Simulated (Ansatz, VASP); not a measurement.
**Bi2Te2O3 in VASP and in Ansatz**

```xyz
7
Lattice="4.5372 0.0000 0.0000 -2.2686 3.9293 0.0000 0.0000 0.0000 8.5796" Properties=species:S:1:pos:R:3 pbc="T T T"
Bi    0.0000    2.6196    6.5269
Bi    0.0000    2.6196    2.0528
Te    0.0000    0.0000    0.0000
Te    0.0000    0.0000    4.2898
O     2.2686    1.3098    3.5427
O     2.2686    1.3098    5.0369
O     0.0000    2.6196    4.2898
```

Alike in both runs: functional PBE; k mesh 3 × 3 × 2; occupations gaussian, width 0.15 eV; no spin polarisation.

Ansatz relaxed the structure, and its values are those at the end. VASP's run is a single point on that final structure, the one shown.

|  | VASP | Ansatz |
| --- | --- | --- |
| version | VASP 6.6.1 | Ansatz 0.2.0 |
| potentials or method | VASP PAW PBE potentials, release 64 (Bi_d, Te, O), cutoff 520 eV | scalar-relativistic, plane waves, PAW |
| valence electrons in the cell | 60 | 80 |

VASP gave:

```
gap on the k mesh at the Fermi level (eV) : none
pressure (GPa)                            : 0.0
rms of the force components (eV/Å)        : 0.038
```

Estimate Ansatz's values.

gap on the k mesh at the Fermi level (eV): none; pressure (GPa): 0.0; rms of the force components (eV/Å): 0.024.

A gap of «none» marks a metal or a gap that the smearing closes. VASP's potentials hold 60 valence electrons a cell and Ansatz's 80, so a difference there can come from the potentials and not from the codes.

The k mesh is coarse, so the values compare programs but aren't converged. Spin-orbit coupling is off throughout.
